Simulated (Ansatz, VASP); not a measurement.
# Rh: VASP beside Ansatz

File INCAR:

```
SYSTEM = Rh
PREC = Accurate
ENCUT = 520
EDIFF = 1E-6
ISMEAR = 0
SIGMA = 0.15
LREAL = .False.
LASPH = .True.
NELM = 100
ALGO = Fast
ISIF = 2
LWAVE = .False.
LCHARG = .False.
GGA = PE
NBANDS = 14
```

Contents of KPOINTS:

```
regular mesh
0
Gamma
  20 20 20
  0 0 0
```

POSCAR

```
Rh
1.0
    0.0000000000      1.9916545190      1.9150524221
    1.9916545190      0.0000000000      1.9150524221
    1.9916545190      1.9916545190      0.0000000000
Rh
1
Direct
    0.0000000000      0.0000000000      0.0000000000
```

Input for Ansatz:

```yaml
crystal:
  lattice:
    - [0.0, 1.991654519, 1.9150524221]
    - [1.991654519, 0.0, 1.9150524221]
    - [1.991654519, 1.991654519, 0.0]
  atoms:
    - { symbol: Rh, position: [0.0, 0.0, 0.0] }
basis:
  ecutwfc: 420
kpoints:
  mp_grid: { grid: [20, 20, 20] }
hamiltonian:
  xc: pbe
  pseudopotentials: { kind: paw, azcp: { folder: soft_1 } }
scf:
  occupations: { method: gaussian, width: 0.15 }
output:
  forces: true
  stress: true
  eigenvalues: true
```

Change from the starting cell: engineering shear strain xy +0.0000, equal normal strain along x and y +0.0400.

Alike in both runs: task single point; functional PBE; k mesh 20 × 20 × 20; occupations gaussian, width 0.15 eV; no spin polarisation.

|  | VASP | Ansatz |
| --- | --- | --- |
| version | VASP 6.6.1 | Ansatz 0.2.0 |
| potentials or method | VASP PAW PBE potentials, release 64 (Rh_pv), cutoff 520 eV | scalar-relativistic, plane waves, PAW |
| valence electrons in the cell | 15 | 17 |

```tsv
	VASP	Ansatz	Ansatz less VASP
gap on the k mesh at the Fermi level (eV)	none	none	-
pressure (GPa)	-16.2	-16.2	+0.05
traceless stress, the component that is largest in VASP (GPa)	4.53	4.55	+0.015
```

A gap of «none» marks a metal or a gap that the smearing closes. The functional is the same, so the differences come from potentials, cutoffs and numerics. VASP's potentials hold 15 valence electrons a cell and Ansatz's 17, so a difference there can come from the potentials and not from the codes.
